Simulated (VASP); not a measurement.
# Se (P1) in VASP: notebook

Se is run at these levels: PBEsol; tasks: electric field gradients.

Program: VASP 6.6.1. These are calculated values, not measurements. Logs are shortened: lines on timing, memory, paths and dates and some standing lists are left out, and cuts for length are marked.

## Step 1: The cell of the first run

The typed cell holds 3 atoms: a = 4.366 Å, b = 4.385 Å, c = 4.954 Å, α = 90.21°, β = 90.57°, γ = 120.43°.

## Step 2: Electric field gradients, PBEsol (equal xy, yz and zx shear strains of -1 %)

File INCAR:

```
PREC = Accurate
ENCUT = 520
EDIFF = 1E-8
ISMEAR = -1
SIGMA = 0.03
LREAL = F
LASPH = T
NELM = 100
ALGO = Normal
ISIF = 2
LWAVE = F
LCHARG = F
GGA = PS
LEFG = T
NBANDS = 16
```

File KPOINTS:

```
regular mesh
0
Gamma
  6 6 5
```

File POSCAR:

```
Se
1.0
    4.3661999489     -0.0218309997     -0.0218309997
   -2.2020061749      3.7921555737     -0.0079907005
   -0.0247680000     -0.0247680000      4.9536000000
Se
3
Direct
    0.2254000000      0.0000000000      0.3333333333
    0.0000000000      0.2254000000      0.6666666667
    0.7746000000      0.7746000000      0.0000000000
```

Potentials or basis: VASP PAW PBE potentials, release 64 (Se).

On the command line:

```bash
$ cat potpaw_PBE.64/Se/POTCAR > POTCAR
$ mpirun -np 1 vasp_std > vasp.out
```

OUTCAR:

```text
PREC = Accurate
   ENCUT = 520
   EDIFF = 1E-8
   ISMEAR = -1
   LREAL = F
   LASPH = T
   NELM = 100
   ISIF = 2
   GGA = PS

 ion  position               nearest neighbor table
   1  0.225  0.000  0.333-   3 2.35   2 2.38
   2  0.000  0.225  0.667-   1 2.38   3 2.39
   3  0.775  0.775  0.000-   1 2.35   2 2.39

  LATTYP: Found a triclinic cell.
 ALAT       =     4.3663091025
 B/A-ratio  =     2.0772100272
 C/A-ratio  =     1.0043097986
 COS(alpha) =     0.0021551915
 COS(beta)  =     0.5064554505
 COS(gamma) =     0.7234117948

  Lattice vectors:

 A1 = (  -4.3661999489,   0.0218309997,   0.0218309997)
 A2 = (  -6.5551617229,  -3.7732615743,   5.0052526999)
 A3 = (  -2.2020061749,   3.7921555737,  -0.0079907005)

Analysis of symmetry for initial positions (statically):
=====================================================================
 Subroutine PRICEL returns:
 Original cell was already a primitive cell.

 Routine SETGRP: Setting up the symmetry group for a
 triclinic supercell.

 Subroutine GETGRP returns: Found  1 space group operations
 (whereof  1 operations were pure point group operations)
 out of a pool of  2 trial point group operations.

The static configuration has the point symmetry C_1 .

Analysis of symmetry for dynamics (positions and initial velocities):
=====================================================================
 Subroutine PRICEL returns:
 Original cell was already a primitive cell.

 Routine SETGRP: Setting up the symmetry group for a
 triclinic supercell.

 Subroutine GETGRP returns: Found  1 space group operations
 (whereof  1 operations were pure point group operations)
 out of a pool of  2 trial point group operations.

The dynamic configuration has the point symmetry C_1 .

 Subroutine INISYM returns: Found  1 space group operations
 (whereof  1 operations are pure point group operations),
 and found     1 'primitive' translations

----------------------------------------------------------------------------------------

                                     Primitive cell

  volume of cell :      81.7760

  direct lattice vectors                    reciprocal lattice vectors
[... 130 lines left out ...]
  ext. energy  EPLUGINS =         0.00000000
  ---------------------------------------------------
  free energy    TOTEN  =       -11.48184177 eV

  energy without entropy =      -11.48184177  energy(sigma->0) =      -11.48184177

 E-fermi :   3.1002     XC(G=0):  -9.0366

 val. band max:        2.4943952733   @ k =   0.5000   0.1667   0.4000
 cond. band min:       3.6739346826   @ k =   0.0000   0.0000   0.4000
 fundamental gap:      1.1795394093
 Fermi energy:         3.1001706391

 k-point     1 :       0.0000    0.0000    0.0000
  band No.  band energies     occupation
      1     -13.3066      2.00000
      2      -9.2144      2.00000
      3      -9.1247      2.00000
      4      -1.2979      2.00000
      5      -1.2762      2.00000
      6      -1.2073      2.00000
[... 433 lines left out ...]
      3      -8.5653      2.00000
      4      -2.6861      2.00000
      5      -2.4920      2.00000
      6      -1.0973      2.00000
[... 8 lines left out ...]
     15      11.8808      0.00000
     16      12.1696      0.00000

 [... further k-points ...]

------------------------ aborting loop because EDIFF is reached ----------------------------------------

  FORCE on cell =-STRESS in cart. coord.  units (eV):
  Direction    XX          YY          ZZ          XY          YZ          ZX
  --------------------------------------------------------------------------------------
  -------------------------------------------------------------------------------------
  Total        0.0521634     -0.1753985      0.7297532      0.1878367      0.2582020      0.3765202
  in kB        1.0219983     -3.4364518     14.2975122      3.6801444      5.0587591      7.3768809
  external PRESSURE =       3.9610196 kB  Pullay stress =       0.0000000 kB

 VOLUME and BASIS-vectors are now :
 -----------------------------------------------------------------------------
  energy-cutoff  :      520.00
  volume of cell :       81.78
      direct lattice vectors                 reciprocal lattice vectors
     4.366199949 -0.021831000 -0.021831000     0.229708137  0.133389370  0.001815488
    -2.202006175  3.792155574 -0.007990700     0.001329029  0.264476794  0.001329029
    -0.024768000 -0.024768000  4.953600000     0.001014490  0.001014490  0.201883530

 POSITION                                       TOTAL-FORCE (eV/Angst)
 -----------------------------------------------------------------------------------
      0.97589     -0.01318      1.64628         0.383051      0.084676      0.171507
     -0.51284      0.83824      3.30060        -0.118368      0.206522      0.019346
      1.67638      2.92049     -0.02310        -0.264682     -0.291198     -0.190853
 -----------------------------------------------------------------------------------
    total drift:                               -0.000033     -0.000003      0.000026

  FREE ENERGIE OF THE ION-ELECTRON SYSTEM (eV)
  ---------------------------------------------------
  free  energy   TOTEN  =       -11.4818417746 eV

  energy  without entropy=      -11.4818417745  energy(sigma->0) =      -11.48184177

 Electric field gradients (V/A^2)
---------------------------------------------------------------------
 ion       V_xx      V_yy      V_zz      V_xy      V_xz      V_yz
---------------------------------------------------------------------
   1     159.599  -330.731   171.133    -7.373    -5.151   316.940
   2    -205.085    39.574   165.511  -218.065  -285.109  -165.837
   3    -210.292    41.983   168.308   209.855   274.883  -165.756
---------------------------------------------------------------------

 Electric field gradients after diagonalization (V/A^2)
 (convention: |V_zz| > |V_xx| > |V_yy|)
----------------------------------------------------------------------
 ion       V_xx      V_yy      V_zz     asymmetry (V_yy - V_xx)/ V_zz
----------------------------------------------------------------------
   1     324.823   159.256  -484.079       0.342
   2     329.723   167.273  -496.996       0.327
   3     325.980   160.327  -486.308       0.341
----------------------------------------------------------------------

           NMR quadrupolar parameters

 Cq : quadrupolar parameter    Cq=e*Q*V_zz/h
 eta: asymmetry parameters     (V_yy - V_xx)/ V_zz
 Q  : nuclear electric quadrupole moment in mb (millibarn)
----------------------------------------------------------------------
 ion       Cq(MHz)       eta       Q (mb)
----------------------------------------------------------------------
   1      -1.170       0.342       1.000
   2      -1.202       0.327       1.000
   3      -1.176       0.341       1.000
----------------------------------------------------------------------
```

OSZICAR:

```text
N       E                     dE             d eps       ncg     rms          rms(c)
DAV:   1     0.802364847285E+02    0.80236E+02   -0.71922E+03  2944   0.935E+02
DAV:   2    -0.628627874686E+01   -0.86523E+02   -0.82104E+02  3928   0.154E+02
DAV:   3    -0.115462384165E+02   -0.52600E+01   -0.52438E+01  3632   0.430E+01
DAV:   4    -0.115825654295E+02   -0.36327E-01   -0.36321E-01  3888   0.425E+00
DAV:   5    -0.115828151565E+02   -0.24973E-03   -0.24972E-03  3776   0.348E-01    0.705E+00
DAV:   6    -0.115106620649E+02    0.72153E-01   -0.35261E-02  3704   0.115E+00    0.434E+00
DAV:   7    -0.114825421154E+02    0.28120E-01   -0.71693E-02  3496   0.160E+00    0.192E-01
DAV:   8    -0.114817716991E+02    0.77042E-03   -0.83825E-03  3392   0.554E-01    0.872E-02
DAV:   9    -0.114818278024E+02   -0.56103E-04   -0.24651E-04  4104   0.101E-01    0.288E-02
DAV:  10    -0.114818407761E+02   -0.12974E-04   -0.25877E-05  3680   0.333E-02    0.598E-03
DAV:  11    -0.114818419127E+02   -0.11366E-05   -0.46917E-06  3896   0.126E-02    0.346E-03
DAV:  12    -0.114818417894E+02    0.12337E-06   -0.10051E-06  3848   0.620E-03    0.784E-04
DAV:  13    -0.114818417783E+02    0.11036E-07   -0.14387E-07  3856   0.210E-03    0.325E-04
DAV:  14    -0.114818417746E+02    0.36799E-08   -0.12561E-08  3064   0.695E-04
   1 F= -.11481842E+02 E0= -.11481842E+02  d E =-.148393E-09
```

Wall time 63 s (1 thread of Intel Xeon Platinum 8488C (Sapphire Rapids), shared host); peak memory 0.25 GiB.

Results:

```yaml
Free_energy: -11.4818 eV
Pressure: 0.4 GPa
Largest_force: 0.437 eV/Å
Band_gap_on_the_k_mesh: 1.18 eV, indirect (least direct gap 1.45 eV)
```

Forces on the atoms (eV/Å):
```
Se   0.383  0.085  0.172
Se  -0.118  0.207  0.019
Se  -0.265 -0.291 -0.191
```

Stress tensor (GPa, compression positive):
```
 0.10  0.37  0.74
 0.37 -0.34  0.51
 0.74  0.51  1.43
```

Electric field gradients, principal values (V/Å²):
```tsv
atom	least	middle	greatest (by size)
1 Se	159.256	324.823	-484.079
2 Se	167.273	329.723	-496.996
3 Se	160.327	325.980	-486.308
```

Caveat: the cell differs from its parent crystal (equal xy, yz and zx shear strains of -1 %); without QUAD_EFG the Cq values of the log hold for a quadrupole moment of 1 mb, not for the nuclei; the PAW data sets were made with another functional, which shifts forces and pressure a little. A k mesh can miss the band edges.

## Step 3: Electric field gradients, PBEsol (equal xy, yz and zx shear strains of -1 %)

File INCAR:

```
SYSTEM = Se
PREC = Accurate ; ENCUT = 520
EDIFF = 1E-8 ; ISMEAR = -1
SIGMA = 0.03 ; LREAL = .False.
LASPH = .True. ; NELM = 100
ALGO = Normal ; ISIF = 2
LWAVE = .False. ; LCHARG = .False.
GGA = PS ; LEFG = .True.
NBANDS = 16
```

File KPOINTS:

```
Automatic mesh
0
Gamma
  6 6 5
  0 0 0
```

POSCAR is that of step 2.

Potentials or basis: VASP PAW PBE potentials, release 64 (Se).

On the command line:

```bash
$ cat potpaw_PBE.64/Se/POTCAR > POTCAR
$ mpirun -np 1 vasp_std > vasp.out
```

OUTCAR:

```text
SYSTEM = Se
   PREC = Accurate
   ENCUT = 520
   EDIFF = 1E-8
   ISMEAR = -1
   LREAL = .False.
   LASPH = .True.
   NELM = 100
   ISIF = 2
   GGA = PS

 ion  position               nearest neighbor table
   1  0.225  0.000  0.333-   3 2.35   2 2.38
   2  0.000  0.225  0.667-   1 2.38   3 2.39
   3  0.775  0.775  0.000-   1 2.35   2 2.39

  LATTYP: Found a triclinic cell.
 ALAT       =     4.3663091025
 B/A-ratio  =     2.0772100272
 C/A-ratio  =     1.0043097986
 COS(alpha) =     0.0021551915
 COS(beta)  =     0.5064554505
 COS(gamma) =     0.7234117948

  Lattice vectors:

 A1 = (  -4.3661999489,   0.0218309997,   0.0218309997)
 A2 = (  -6.5551617229,  -3.7732615743,   5.0052526999)
 A3 = (  -2.2020061749,   3.7921555737,  -0.0079907005)

Analysis of symmetry for initial positions (statically):
[... 654 lines left out ...]
     4.366199949 -0.021831000 -0.021831000     0.229708137  0.133389370  0.001815488
    -2.202006175  3.792155574 -0.007990700     0.001329029  0.264476794  0.001329029
    -0.024768000 -0.024768000  4.953600000     0.001014490  0.001014490  0.201883530

 POSITION                                       TOTAL-FORCE (eV/Angst)
 -----------------------------------------------------------------------------------
      0.97589     -0.01318      1.64628         0.383051      0.084676      0.171507
     -0.51284      0.83824      3.30060        -0.118368      0.206522      0.019346
      1.67638      2.92049     -0.02310        -0.264682     -0.291198     -0.190853
 -----------------------------------------------------------------------------------
    total drift:                               -0.000033     -0.000003      0.000026

  FREE ENERGIE OF THE ION-ELECTRON SYSTEM (eV)
  ---------------------------------------------------
  free  energy   TOTEN  =       -11.4818417746 eV

  energy  without entropy=      -11.4818417745  energy(sigma->0) =      -11.48184177

 Electric field gradients (V/A^2)
---------------------------------------------------------------------
 ion       V_xx      V_yy      V_zz      V_xy      V_xz      V_yz
---------------------------------------------------------------------
   1     159.599  -330.731   171.133    -7.373    -5.151   316.940
   2    -205.085    39.574   165.511  -218.065  -285.109  -165.837
   3    -210.292    41.983   168.308   209.855   274.883  -165.756
---------------------------------------------------------------------

 Electric field gradients after diagonalization (V/A^2)
 (convention: |V_zz| > |V_xx| > |V_yy|)
----------------------------------------------------------------------
 ion       V_xx      V_yy      V_zz     asymmetry (V_yy - V_xx)/ V_zz
----------------------------------------------------------------------
   1     324.823   159.256  -484.079       0.342
   2     329.723   167.273  -496.996       0.327
   3     325.980   160.327  -486.308       0.341
----------------------------------------------------------------------

           NMR quadrupolar parameters

 Cq : quadrupolar parameter    Cq=e*Q*V_zz/h
 eta: asymmetry parameters     (V_yy - V_xx)/ V_zz
 Q  : nuclear electric quadrupole moment in mb (millibarn)
----------------------------------------------------------------------
 ion       Cq(MHz)       eta       Q (mb)
----------------------------------------------------------------------
   1      -1.170       0.342       1.000
   2      -1.202       0.327       1.000
   3      -1.176       0.341       1.000
----------------------------------------------------------------------
```

OSZICAR:

```text
N       E                     dE             d eps       ncg     rms          rms(c)
DAV:   1     0.802364847285E+02    0.80236E+02   -0.71922E+03  2944   0.935E+02
DAV:   2    -0.628627874686E+01   -0.86523E+02   -0.82104E+02  3928   0.154E+02
DAV:   3    -0.115462384165E+02   -0.52600E+01   -0.52438E+01  3632   0.430E+01
DAV:   4    -0.115825654295E+02   -0.36327E-01   -0.36321E-01  3888   0.425E+00
DAV:   5    -0.115828151565E+02   -0.24973E-03   -0.24972E-03  3776   0.348E-01    0.705E+00
DAV:   6    -0.115106620649E+02    0.72153E-01   -0.35261E-02  3704   0.115E+00    0.434E+00
DAV:   7    -0.114825421154E+02    0.28120E-01   -0.71693E-02  3496   0.160E+00    0.192E-01
DAV:   8    -0.114817716991E+02    0.77042E-03   -0.83825E-03  3392   0.554E-01    0.872E-02
DAV:   9    -0.114818278024E+02   -0.56103E-04   -0.24651E-04  4104   0.101E-01    0.288E-02
DAV:  10    -0.114818407761E+02   -0.12974E-04   -0.25877E-05  3680   0.333E-02    0.598E-03
DAV:  11    -0.114818419127E+02   -0.11366E-05   -0.46917E-06  3896   0.126E-02    0.346E-03
DAV:  12    -0.114818417894E+02    0.12337E-06   -0.10051E-06  3848   0.620E-03    0.784E-04
DAV:  13    -0.114818417783E+02    0.11036E-07   -0.14387E-07  3856   0.210E-03    0.325E-04
DAV:  14    -0.114818417746E+02    0.36799E-08   -0.12561E-08  3064   0.695E-04
   1 F= -.11481842E+02 E0= -.11481842E+02  d E =-.148393E-09
```

stdout:

```text
POSCAR found type information on POSCAR Se
 POSCAR found :  1 types and       3 ions
 scaLAPACK will be used
 -----------------------------------------------------------------------------
|                                                                             |
|                                                                             |
|     You enforced a specific xc type in the INCAR file but a different       |
|     I HOPE YOU KNOW WHAT YOU ARE DOING!                                     |
|                                                                             |
 -----------------------------------------------------------------------------

 LDA part: xc-table for (Slater+PW92), standard interpolation
 POSCAR, INCAR and KPOINTS ok, starting setup
 FFT: planning ... GRIDC
 FFT: planning ... GRID_SOFT
 FFT: planning ... GRID
 WAVECAR not read
 entering main loop
ion   1
     0.0000499     0.1724356    -5.8145899    -2.6623532     0.1577057    -4.6415988
     0.0000687     0.1724356    -5.8145898    -2.6623532     0.1577057    -4.6415988
     0.0000946     0.1724356    -5.8145898    -2.6623531     0.1577057    -4.6415988
     0.0001302     0.1724356    -5.8145896    -2.6623531     0.1577057    -4.6415987
[... 23 lines left out ...]
     0.0000499  -192.0819009   151.7504400  -133.2803430  -251.3888151   115.5380313
     0.0000687  -192.0772181   151.7467465  -133.2770907  -251.3826734   115.5352217
     0.0000946  -192.0696264   151.7407591  -133.2718187  -251.3727168   115.5306669
     0.0001302  -192.0573800   151.7311013  -133.2633150  -251.3566560   115.5233197
```

Wall time 58 s (1 thread of Intel Xeon Platinum 8488C (Sapphire Rapids), shared host); peak memory 0.25 GiB.

Results:

```yaml
Free_energy: -11.4818 eV
Pressure: 0.4 GPa
Largest_force: 0.437 eV/Å
Band_gap_on_the_k_mesh: 1.18 eV, indirect (least direct gap 1.45 eV)
```

Forces in eV/Å, atoms in the order of the input:
```
Se   0.383  0.085  0.172
Se  -0.118  0.207  0.019
Se  -0.265 -0.291 -0.191
```

Electric field gradients, principal values (V/Å²):
| atom | least | middle | greatest (by size) |
| --- | --- | --- | --- |
| 1 Se | 159.256 | 324.823 | -484.079 |
| 2 Se | 167.273 | 329.723 | -496.996 |
| 3 Se | 160.327 | 325.980 | -486.308 |

Caveat: the cell differs from its parent crystal (equal xy, yz and zx shear strains of -1 %); without QUAD_EFG the Cq values of the log hold for a quadrupole moment of 1 mb, not for the nuclei; the PAW data sets were made with another functional, which shifts forces and pressure a little. A k mesh can miss the band edges.

[end of part 1 of 2]
